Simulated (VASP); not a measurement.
A run of VASP 6.6.1 is set up as follows.

File INCAR:

```
ALGO     = Normal         # electronic algorithm
EDIFF    = 1E-7           # SCF threshold, eV
ENCUT    = 520            # plane-wave cutoff, eV
GGA      = PS             # functional
ISIF     = 2              # what is computed and relaxed
ISMEAR   = -1             # smearing method
LASPH    = True           # aspherical terms in the spheres
LCHARG   = True           # write CHGCAR
LELF     = True           # ELF
LREAL    = False          # projectors in reciprocal space
LVHAR    = True         
LWAVE    = False          # write WAVECAR
NBANDS   = 16             # bands
NELM     = 80             # most SCF steps
PREC     = Accurate       # precision mode
SIGMA    = 0.1            # smearing width, eV
```

File KPOINTS:

```
k-points
0
Gamma
  12 12 12
```

The input POSCAR:

```
NbTe
1.0
    3.2920693475      0.0000000000      0.0000000000
    0.0000000000      3.2920693475      0.0000000000
    0.0000000000      0.0000000000      3.2920693475
Nb Te
1 1
Direct
    0.0000000000      0.0000000000      0.0000000000
    0.5000000000      0.5000000000      0.5000000000
```

Potentials or basis: VASP PAW PBE potentials, release 64 (Nb_sv, Te).

The run is started by

```console
$ cat potpaw_PBE.64/Nb_sv/POTCAR potpaw_PBE.64/Te/POTCAR > POTCAR
$ mpirun -np 1 vasp_std > vasp.out
```

**Question.** What does it give for the pressure?

**Answer.** 14.8 GPa.

Caveat: the PAW data sets were made with another functional, which shifts forces and pressure a little.
